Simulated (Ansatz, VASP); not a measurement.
# Mo6CO in VASP and in Ansatz

```
CELL_PARAMETERS angstrom
4.46958 0.00000 0.00000
-2.23479 3.87077 0.00000
0.00000 0.00000 22.25957
ATOMIC_POSITIONS crystal
Mo 0.66667 0.33333 0.17970
Mo 0.33333 0.66667 0.22068
Mo 0.00000 0.00000 0.26167
Mo 0.66667 0.33333 0.29905
Mo 0.33333 0.66667 0.33552
Mo 0.00000 0.00000 0.37106
C 0.16667 0.33333 0.49101
O 0.27262 0.54524 0.52785
```

Alike in both runs: task single point; functional PBE; k mesh 6 × 6 × 1; occupations gaussian, width 0.1 eV; no spin polarisation.

|  | VASP | Ansatz |
| --- | --- | --- |
| version | VASP 6.6.1 | Ansatz 0.2.0 |
| potentials or method | VASP PAW PBE potentials, release 64 (Mo_sv, C, O), cutoff 520 eV | scalar-relativistic, plane waves, PAW |
| valence electrons in the cell | 94 | 94 |

Ansatz gave:

* gap on the k mesh at the Fermi level (eV): none
* rms of the force components (eV/Å): 0.694

**Question.** Which values does VASP return?

**Answer.** gap on the k mesh at the Fermi level (eV): none; rms of the force components (eV/Å): 0.571.

Atom by atom the forces differ by 0.225 eV/Å (rms over components). A gap of «none» marks a metal or a gap that the smearing closes.

Noted on VASP's run: the standard files for N, O and F lose accuracy on very short bonds.
